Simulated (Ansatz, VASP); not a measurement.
**One calculation of CdS, two programs**

```
CELL_PARAMETERS angstrom
3.16575 0.00000 0.00000
0.00000 3.16575 0.00000
0.00000 0.00000 3.16575
ATOMIC_POSITIONS crystal
Cd 0.00000 0.00000 0.00000
S 0.50000 0.50000 0.50000
```

Change from the starting cell: volume scaled by 0.8, PAW files.

Alike in both runs: task single point; functional PBE; k mesh 14 × 14 × 14; occupations fermi-dirac, width 0.05 eV; no spin polarisation.

|  | VASP | Ansatz |
| --- | --- | --- |
| version | VASP 6.6.1 | Ansatz 0.2.0 |
| potentials or method | VASP PAW PBE potentials, release 64 (Cd, S) | PAW with Ansatz's default frozen-core files, scalar-relativistic |
| plane-wave cutoff (eV) | 500 | 420 |
| valence electrons in the cell | 18 | 26 |

|  | VASP | Ansatz | Ansatz less VASP |
| --- | --- | --- | --- |
| pressure (GPa) | 27.1 | 26.1 | -0.96 |

VASP's potentials hold 18 valence electrons a cell and Ansatz's 26, so a difference there can come from the potentials and not from the codes.
